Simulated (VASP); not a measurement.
A run of VASP 6.6.1:

File INCAR:

```
PREC = Accurate
ENCUT = 520
EDIFF = 1E-6
ISMEAR = 0
SIGMA = 0.05
LREAL = F
LASPH = T
NELM = 150
ALGO = Normal
ISIF = 2
LWAVE = F
LCHARG = F
ISPIN = 2
MAGMOM = 4 0
LORBIT = 11
LMAXMIX = 4
GGA = PE
NBANDS = 18
```

Contents of KPOINTS:

```
Automatic mesh
0
Gamma
  14 14 14
```

The input POSCAR:

```
FeO
1.0
    0.0000000000      2.1542589956      2.1542589956
    2.1542589956      0.0000000000      2.1542589956
    2.1542589956      2.1542589956      0.0000000000
Fe O
1 1
Direct
    0.0000000000      0.0000000000      0.0000000000
    0.5000000000      0.5000000000      0.5000000000
```

Potentials or basis: VASP PAW PBE potentials, release 64 (Fe, O).

Launch:

```bash
$ cat potpaw_PBE.64/Fe/POTCAR potpaw_PBE.64/O/POTCAR > POTCAR
$ mpirun -np 1 vasp_std > vasp.out
```

Hardware: 1 thread of Intel(R) Xeon(R) 6975P-C (Granite Rapids), on a shared host.

Q: Estimate the wall time of this run.

A: It took 41 s on 1 thread of Intel(R) Xeon(R) 6975P-C (Granite Rapids), with other jobs on the host, peak memory 0.19 GiB. Counts: scf iterations 15, k points 104.
